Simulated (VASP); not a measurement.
# Li2GeAs2 (I4/mmm) in VASP: further runs

Runs on Li2GeAs2. Level: PBE. Tasks: single point, relaxation of cell and atoms.

All numbers are computed with VASP 6.6.1; they aren't measurements. Logs are shortened: lines on timing, memory, paths and dates and some standing lists are left out, and cuts for length are marked.

**1. The cell of the first run**

Symmetry: I4/mmm, No. 139, tetragonal system. Conventional cell: a = 4.157 Å, b = 4.157 Å, c = 10.615 Å, α = 90.00°, β = 90.00°, γ = 90.00°. Li (site symmetry -4m2) has 4 As at 2.54 Å and 4 Li at 2.94 Å and 4 Ge at 3.37 Å within 3.4 Å. Ge (site symmetry 4/mmm) has 10 As at 3.17 to 4.12 Å and 8 Li at 3.37 Å and 4 Ge at 4.16 Å within 4.2 Å. Within 3.2 Å of As (site symmetry 4mm) lie 1 As at 2.38 Å and 4 Li at 2.54 Å and 4 Ge at 3.17 Å.

The cell was built from a structure type or drawn by symmetry, and may not be a known phase.

**2. Single point, PBE**

INCAR

```
ALGO = Normal ; EDIFF = 1E-6
ENCUT = 520 ; GGA = PE
ISIF = 2 ; ISMEAR = 0
LASPH = T ; LCHARG = T
LELF = T ; LREAL = F
LVHAR = T ; LWAVE = F
NBANDS = 23 ; NELM = 100
PREC = Accurate ; SIGMA = 0.1
```

KPOINTS

```
k-points
0
Gamma
  6 6 6
```

POSCAR

```
Li2GeAs2
1.0
   -2.0784121813      2.0784121813      5.3076077104
    2.0784121813     -2.0784121813      5.3076077104
    2.0784121813      2.0784121813     -5.3076077104
Li Ge As
2 1 2
Direct
    0.7500000000      0.2500000000      0.5000000000
    0.2500000000      0.7500000000      0.5000000000
    0.0000000000      0.0000000000      0.0000000000
    0.3880440972      0.3880440972      0.0000000000
    0.6119559028      0.6119559028      0.0000000000
```

Potentials or basis: VASP PAW PBE potentials, release 64 (Li_sv, Ge_d, As).

On the command line:

```console
$ cat potpaw_PBE.64/Li_sv/POTCAR potpaw_PBE.64/Ge_d/POTCAR potpaw_PBE.64/As/POTCAR > POTCAR
$ mpirun -np 1 vasp_std > vasp.out
```

OUTCAR:

```text
EDIFF = 1E-6
   ENCUT = 520
   GGA = PE
   ISIF = 2
   ISMEAR = 0
   LASPH = T
   LREAL = F
   NELM = 100
   PREC = Accurate

 ion  position               nearest neighbor table
   1  0.750  0.250  0.500-   5 2.54   4 2.54   4 2.54   5 2.54
   2  0.250  0.750  0.500-   5 2.54   4 2.54   4 2.54   5 2.54
   3  0.000  0.000  0.000-
   4  0.388  0.388  0.000-   5 2.38   2 2.54   1 2.54   2 2.54   1 2.54
   5  0.612  0.612  0.000-   4 2.38   1 2.54   2 2.54   1 2.54   2 2.54

  LATTYP: Found a body centered tetragonal cell.
 ALAT       =     4.1568243626
 C/A-ratio  =     2.5536838930

  Lattice vectors:

 A1 = (  -2.0784121813,   2.0784121813,   5.3076077104)
 A2 = (   2.0784121813,  -2.0784121813,   5.3076077104)
 A3 = (   2.0784121813,   2.0784121813,  -5.3076077104)

Analysis of symmetry for initial positions (statically):
=====================================================================
 Subroutine PRICEL returns:
 Original cell was already a primitive cell.

 Routine SETGRP: Setting up the symmetry group for a
 body centered tetragonal supercell.

 Subroutine GETGRP returns: Found 16 space group operations
 (whereof 16 operations were pure point group operations)
 out of a pool of 16 trial point group operations.

The static configuration has the point symmetry D_4h.

Analysis of symmetry for dynamics (positions and initial velocities):
=====================================================================
 Subroutine PRICEL returns:
 Original cell was already a primitive cell.

 Routine SETGRP: Setting up the symmetry group for a
 body centered tetragonal supercell.

 Subroutine GETGRP returns: Found 16 space group operations
 (whereof 16 operations were pure point group operations)
 out of a pool of 16 trial point group operations.

The dynamic configuration has the point symmetry D_4h.

 Subroutine INISYM returns: Found 16 space group operations
 (whereof 16 operations are pure point group operations),
 and found     1 'primitive' translations

----------------------------------------------------------------------------------------

                                     Primitive cell

  volume of cell :      91.7112

  direct lattice vectors                    reciprocal lattice vectors
    -2.078412181  2.078412181  5.307607710     0.000000000  0.240568259  0.094204400
[... 93 lines left out ...]
   LREAL  =      F    real-space projection
   EDIFFG = 0.1E-04   stopping-criterion for IOM
   NSW    =      0    number of steps for IOM
   IBRION =     -1    ionic relax: 0-MD 1-quasi-New 2-CG
   NFREE  =      0    steps in history (QN), initial steepest desc. (CG)
   ISIF   =      2    stress and relaxation
   ISYM   =      2    0-nonsym 1-usesym 2-fastsym
   POTIM  = 0.5000    time-step for ionic-motion
   TEBEG  =    0.0;   TEEND  =   0.0 temperature during run
   PSTRESS=    0.0 pullay stress
   NELECT =      30.0000    total number of electrons
   NUPDOWN=      -1.0000    fix difference up-down
   EMIN   =  10.00;   EMAX   =-10.00  energy-range for DOS
   EFERMI =   0.00;   METHOD = LEGACY
   ISMEAR =     0;   SIGMA  =   0.10  broadening in eV -4-tet -1-fermi 0-gaus
   EFERMI_NEDOS =   21; number of points for ismear=-14 and -15
   IALGO  =     38    algorithm
   IMIX   =      4    mixing-type and parameters
     AMIX     =   0.40;   BMIX     =  1.00
     AMIX_MAG =   1.60;   BMIX_MAG =  1.00
  volume/ion in A,a.u.               =      18.34       123.78
  Fermi-wavevector in a.u.,A,eV,Ry     =   1.127997  2.131605 17.311737  1.272377
  Thomas-Fermi vector in A             =   2.264685
   LORBIT       =      0    0 simple, 1 ext, 2 COOP (PROOUT), +10 PAW based schemes
   GGA     = PE    functional components
   LHFCALC =     F    Hartree Fock is set to
   AEXX    =    0.0000 exact exchange contribution
   IVDW    =     0    specifies the selected vdW correction
   LEPSILON=     F    determine dielectric tensor
   LRPA    =     F    only Hartree local field effects (RPA)
 non-spin polarized calculation
 Gauss-broadening in eV      SIGMA  =   0.10
  energy-cutoff  :      520.00
  volume of cell :       91.71
 maximum number of plane-waves:      2490
 NGX is ok and might be reduce to    48
   NGX = 23   NGY = 23   NGZ = 23

 number of electron      29.9999994 magnetization

 Free energy of the ion-electron system (eV)
  ---------------------------------------------------
  ext. energy  EPLUGINS =         0.00000000
  ---------------------------------------------------
  free energy    TOTEN  =       -18.52952622 eV

  energy without entropy =      -18.52230718  energy(sigma->0) =      -18.52591670

 E-fermi :   4.3485     XC(G=0):  -9.5483

 val. band max:        4.2754135027   @ k =  -0.1667   0.3333   0.1667
 cond. band min:       4.3708979123   @ k =  -0.3333  -0.3333   0.3333
 fundamental gap:      0.0954844096
 Fermi energy:         4.3485261177

 k-point     1 :       0.0000    0.0000    0.0000
  band No.  band energies     occupation
      1     -41.8110      2.00000
      2     -41.7896      2.00000
      3     -21.0919      2.00000
      4     -21.0902      2.00000
      5     -21.0421      2.00000
      6     -21.0421      2.00000
[... 613 lines left out ...]
     22      10.3054      0.00000
     23      10.7659      0.00000

 [... further k-points ...]

------------------------ aborting loop because EDIFF is reached ----------------------------------------

  FORCE on cell =-STRESS in cart. coord.  units (eV):
  Direction    XX          YY          ZZ          XY          YZ          ZX
  --------------------------------------------------------------------------------------
  -------------------------------------------------------------------------------------
  Total        0.1668364      0.1668364      0.1162666      0.0000000     -0.0000000      0.0000000
  in kB        2.9146011      2.9146011      2.0311562      0.0000000     -0.0000000      0.0000000
  external PRESSURE =       2.6201195 kB  Pullay stress =       0.0000000 kB

 VOLUME and BASIS-vectors are now :
 -----------------------------------------------------------------------------
  energy-cutoff  :      520.00
  volume of cell :       91.71
      direct lattice vectors                 reciprocal lattice vectors
    -2.078412181  2.078412181  5.307607710     0.000000000  0.240568259  0.094204400
     2.078412181 -2.078412181  5.307607710     0.240568259  0.000000000  0.094204400
     2.078412181  2.078412181 -5.307607710     0.240568259  0.240568259  0.000000000

 POSITION                                       TOTAL-FORCE (eV/Angst)
 -----------------------------------------------------------------------------------
      0.00000      2.07841      2.65380         0.000000      0.000000      0.000000
      2.07841      0.00000      2.65380         0.000000      0.000000     -0.000000
      0.00000      0.00000      0.00000         0.000000      0.000000      0.000000
      0.00000      0.00000      4.11917        -0.000000     -0.000000     -0.064455
      0.00000      0.00000      6.49604         0.000000      0.000000      0.064455
 -----------------------------------------------------------------------------------
    total drift:                                0.000000     -0.000000     -0.000000

  FREE ENERGIE OF THE ION-ELECTRON SYSTEM (eV)
  ---------------------------------------------------
  free  energy   TOTEN  =       -18.5295262242 eV

  energy  without entropy=      -18.5223071828  energy(sigma->0) =      -18.52591670
```

OSZICAR:

```text
N       E                     dE             d eps       ncg     rms          rms(c)
DAV:   1     0.204023120580E+03    0.20402E+03   -0.13649E+04  1577   0.200E+03
DAV:   2     0.129848168352E+02   -0.19104E+03   -0.18214E+03  1479   0.547E+02
DAV:   3    -0.139597412557E+02   -0.26945E+02   -0.26493E+02  1766   0.115E+02
DAV:   4    -0.192459544563E+02   -0.52862E+01   -0.52575E+01  2703   0.350E+01
DAV:   5    -0.193570503823E+02   -0.11110E+00   -0.11108E+00  1632   0.601E+00    0.389E+00
DAV:   6    -0.185578100114E+02    0.79924E+00   -0.10122E+00  1838   0.729E+00    0.190E+00
DAV:   7    -0.185317205220E+02    0.26089E-01   -0.33209E-01  1749   0.221E+00    0.839E-01
DAV:   8    -0.185334133975E+02   -0.16929E-02   -0.64763E-02  1795   0.222E+00    0.283E-01
DAV:   9    -0.185299785424E+02    0.34349E-02   -0.19361E-02  1732   0.105E+00    0.113E-01
DAV:  10    -0.185295134633E+02    0.46508E-03   -0.17943E-03  1717   0.230E-01    0.622E-02
DAV:  11    -0.185295528944E+02   -0.39431E-04   -0.16513E-04  1721   0.662E-02    0.314E-02
DAV:  12    -0.185295265276E+02    0.26367E-04   -0.10790E-04  1783   0.921E-02    0.704E-03
DAV:  13    -0.185295273562E+02   -0.82863E-06   -0.12383E-05  1706   0.201E-02    0.503E-03
DAV:  14    -0.185295259708E+02    0.13854E-05   -0.80567E-07  1215   0.980E-03    0.101E-03
DAV:  15    -0.185295262242E+02   -0.25341E-06   -0.29647E-07   998   0.529E-03
   1 F= -.18529526E+02 E0= -.18525917E+02  d E =-.721904E-02
```

Wall time 2.5 min (1 thread of Intel Xeon Platinum 8559C (Emerald Rapids), shared host); peak memory 0.35 GiB.

Results:

```yaml
Free_energy: -18.5295 eV
Largest_force: 0.064 eV/Å
Band_gap_on_the_k_mesh: zero (bands 15 and 16 overlap by 1.82 eV)
```

Forces in eV/Å, atoms in the order of the input:
```
Li   0.000  0.000  0.000
Li   0.000  0.000  0.000
Ge   0.000  0.000  0.000
As   0.000  0.000 -0.064
As   0.000  0.000  0.064
```

Levels at points of the mesh, in eV from the Fermi level:
| k point | band 12 | band 13 | band 14 | band 15 | band 16 | band 17 | band 18 | band 19 |
| --- | --- | --- | --- | --- | --- | --- | --- | --- |
| (0.00, 0.00, 0.00) | -2.74 | -2.74 | -1.23 | -1.23 | -0.99 | 2.83 | 3.27 | 3.27 |
| (0.50, 0.00, 0.00) | -2.57 | -1.94 | -1.51 | -0.18 | -0.13 | 0.62 | 1.33 | 2.91 |
| (0.50, 0.50, 0.00) | -4.92 | -3.76 | -2.27 | -1.41 | -1.29 | 2.50 | 2.75 | 3.83 |
| (0.50, 0.50, 0.50) | -3.36 | -2.73 | 0.19 | 0.53 | 0.53 | 1.28 | 2.73 | 2.73 |

Caveat: the cutoff is under 1.25 times the usual one of these potentials, so pressure, stress and relaxed cells hold a basis-set (Pulay) error.

**3. Relaxation of cell and atoms, PBE**

This run uses another cell than the first one, of 17.12 Å³/atom.

INCAR

```
SYSTEM = Li2GeAs2
  ALGO = Normal
  EDIFF = 1E-6
  EDIFFG = -0.04
  ENCUT = 600
  GGA = PE
  IBRION = 2
  ISIF = 3
  ISMEAR = 0
  LASPH = .TRUE.
  LCHARG = .FALSE.
  LREAL = .FALSE.
  LWAVE = .FALSE.
  NELM = 100
  NSW = 90
  PREC = Accurate
  SIGMA = 0.1
```

KPOINTS

```
k-points
0
G
  6 6 6
  0 0 0
```

POSCAR

```
Li2GeAs2
1.0
   -2.0803340700      2.0803340700      4.9453356800
    2.0803340700     -2.0803340700      4.9453356800
    2.0803340700      2.0803340700     -4.9453356800
Li Ge As
2 1 2
Direct
    0.7500000000      0.2500000000      0.5000000000
    0.2500000000      0.7500000000      0.5000000000
    0.0000000000      0.0000000000      0.0000000000
    0.3765000100      0.3765000100      0.0000000000
    0.6234999900      0.6234999900      0.0000000000
```

Potentials or basis: VASP PAW PBE potentials, release 64 (Li_sv, Ge_d, As).

On the command line:

```console
$ cat potpaw_PBE.64/Li_sv/POTCAR potpaw_PBE.64/Ge_d/POTCAR potpaw_PBE.64/As/POTCAR > POTCAR
$ mpirun -np 1 vasp_std > vasp.out
```

OUTCAR:

```text
SYSTEM = Li2GeAs2
   EDIFF = 1E-6
   EDIFFG = -0.04
   ENCUT = 600
   GGA = PE
   IBRION = 2
   ISIF = 3
   ISMEAR = 0
   LASPH = .TRUE.
   LREAL = .FALSE.
   NELM = 100
   NSW = 90
   PREC = Accurate

 ion  position               nearest neighbor table
   1  0.750  0.250  0.500-   4 2.43   5 2.43   4 2.43   5 2.43
   2  0.250  0.750  0.500-   4 2.43   5 2.43   4 2.43   5 2.43
   3  0.000  0.000  0.000-
   4  0.377  0.377  0.000-   1 2.43   2 2.43   2 2.43   1 2.43   5 2.44
   5  0.623  0.623  0.000-   2 2.43   1 2.43   1 2.43   2 2.43   4 2.44

  LATTYP: Found a body centered tetragonal cell.
 ALAT       =     4.1606681400
 C/A-ratio  =     2.3771834300

  Lattice vectors:

 A1 = (  -2.0803340700,   2.0803340700,   4.9453356800)
 A2 = (   2.0803340700,  -2.0803340700,   4.9453356800)
 A3 = (   2.0803340700,   2.0803340700,  -4.9453356800)
[... 423 lines left out ...]
  free energy    TOTEN  =       -18.52739674 eV

  energy without entropy =      -18.52047348  energy(sigma->0) =      -18.52393511

 E-fermi :   4.2627     XC(G=0):  -9.5062

 val. band max:        4.1829250392   @ k =  -0.1667   0.3333   0.1667
 cond. band min:       4.2862649046   @ k =  -0.3333  -0.3333   0.3333
 fundamental gap:      0.1033398654
 Fermi energy:         4.2627029653

 k-point     1 :       0.0000    0.0000    0.0000
  band No.  band energies     occupation
      1     -41.8940      2.00000
      2     -41.8738      2.00000
      3     -21.1915      2.00000
      4     -21.1897      2.00000
      5     -21.1414      2.00000
      6     -21.1414      2.00000
[... 505 lines left out ...]
      6     -21.1413      2.00000
[... 11 lines left out ...]
     18       6.6563      0.00000
     19       6.8419      0.00000

 [... further k-points ...]

------------------------ aborting loop because EDIFF is reached ----------------------------------------

  FORCE on cell =-STRESS in cart. coord.  units (eV):
  Direction    XX          YY          ZZ          XY          YZ          ZX
  --------------------------------------------------------------------------------------
  -------------------------------------------------------------------------------------
  Total       -0.1570230     -0.1570230     -0.1380619      0.0000000     -0.0000000      0.0000000
  in kB       -2.7148774     -2.7148774     -2.3870459      0.0000000     -0.0000000      0.0000000
  external PRESSURE =      -2.6056002 kB  Pullay stress =       0.0000000 kB
[... 20 lines left out ...]
  FREE ENERGIE OF THE ION-ELECTRON SYSTEM (eV)
  ---------------------------------------------------
  free  energy   TOTEN  =       -18.5273967441 eV

  energy  without entropy=      -18.5204734829  energy(sigma->0) =      -18.52393511

 reached required accuracy - stopping structural energy minimisation
```

Run time: 8.4 min. Hardware: 1 thread of Intel Xeon Platinum 8559C (Emerald Rapids), shared host; peak memory 0.39 GiB.

What came out:

* Free energy: -18.5274 eV
* Relaxed volume: 18.53 Å³/atom
* Relaxed cell: a = 6.079 Å, b = 6.079 Å, c = 6.079 Å, α = 139.82°, β = 139.82°, γ = 58.12°
* Space group after relaxing (to 0.1 Å): I4/mmm (No. 139)
* Energy gained by relaxing: 41.9 meV/atom
* Ionic steps: 7
* Pressure after relaxing: -0.3 GPa
* Largest force after relaxing: 0.031 eV/Å
* Band gap on the k mesh: zero (bands 15 and 16 overlap by 1.80 eV)

Forces on the atoms (eV/Å):
```
Li   0.000  0.000  0.000
Li   0.000  0.000  0.000
Ge   0.000  0.000  0.000
As   0.000  0.000 -0.031
As   0.000  0.000  0.031
```

The path:
```csv
step,energy change (eV),largest force (eV/Å),pressure (GPa),volume (Å³)
1,0.0000,1.1524,3.37,85.61
2,-0.1422,0.1979,1.03,90.15
3,-0.1527,0.1552,0.52,91.66
4,-0.1878,0.3275,-0.92,93.72
5,-0.1882,0.3672,-1.01,93.92
6,-0.2069,0.1196,-0.58,93.12
7,-0.2097,0.0314,-0.26,92.67
```

Final structure:
```yaml
crystal:
  lattice:
    - [-2.08801, 2.08801, 5.31371]
    - [2.08801, -2.08801, 5.31371]
    - [2.08801, 2.08801, -5.31371]
  atoms:
    - { symbol: Li, position: [0.75000, 0.25000, 0.50000] }
    - { symbol: Li, position: [0.25000, 0.75000, 0.50000] }
    - { symbol: Ge, position: [0.00000, 0.00000, 0.00000] }
    - { symbol: As, position: [0.38791, 0.38791, 0.00000] }
    - { symbol: As, position: [0.61209, 0.61209, 0.00000] }
```

Levels at points of the mesh, in eV from the Fermi level:
```tsv
k point	band 12	band 13	band 14	band 15	band 16	band 17	band 18	band 19
(0.00, 0.00, 0.00)	-2.71	-2.71	-1.22	-1.22	-0.99	2.84	3.21	3.21
(0.50, 0.00, 0.00)	-2.53	-1.93	-1.53	-0.18	-0.15	0.61	1.34	2.86
(0.50, 0.50, 0.00)	-4.86	-3.73	-2.25	-1.37	-1.27	2.48	2.75	3.79
(0.50, 0.50, 0.50)	-3.33	-2.70	0.15	0.52	0.52	1.30	2.70	2.70
```

Caveat: the cutoff is under 1.25 times the usual one of these potentials, so pressure, stress and relaxed cells hold a basis-set (Pulay) error.

**4. Single point, PBE**

INCAR

```
ALGO = Fast
EDIFF = 1E-7
ENCUT = 520
GGA = PE
ISIF = 2
ISMEAR = 0
LASPH = T
LCHARG = F
LREAL = F
LWAVE = F
NBANDS = 23
NELM = 100
PREC = Accurate
SIGMA = 0.1
```

KPOINTS

```
k-points
0
Gamma
  12 12 12
```

POSCAR

```
Li2GeAs2
1.0
   -2.0798211271      2.0798211271      5.3102180689
    2.0798211271     -2.0798211271      5.3102180689
    2.0798211271      2.0798211271     -5.3102180689
Li Ge As
2 1 2
Direct
    0.7500000000      0.2500000000      0.5000000000
    0.2500000000      0.7500000000      0.5000000000
    0.0000000000      0.0000000000      0.0000000000
    0.3874578766      0.3874578766      0.0000000000
    0.6125421234      0.6125421234      0.0000000000
```

On the command line:

```console
$ cat potpaw_PBE.64/Li_sv/POTCAR potpaw_PBE.64/Ge_d/POTCAR potpaw_PBE.64/As/POTCAR > POTCAR
$ mpirun -np 1 vasp_std > vasp.out
```

Wall time 42 min (1 thread of Intel Xeon Platinum 8488C (Sapphire Rapids), shared host); peak memory 0.59 GiB.

The run converged, but its numbers aren't listed here, since they failed a check.

Caveat: the cutoff is under 1.25 times the usual one of these potentials, so pressure, stress and relaxed cells hold a basis-set (Pulay) error.
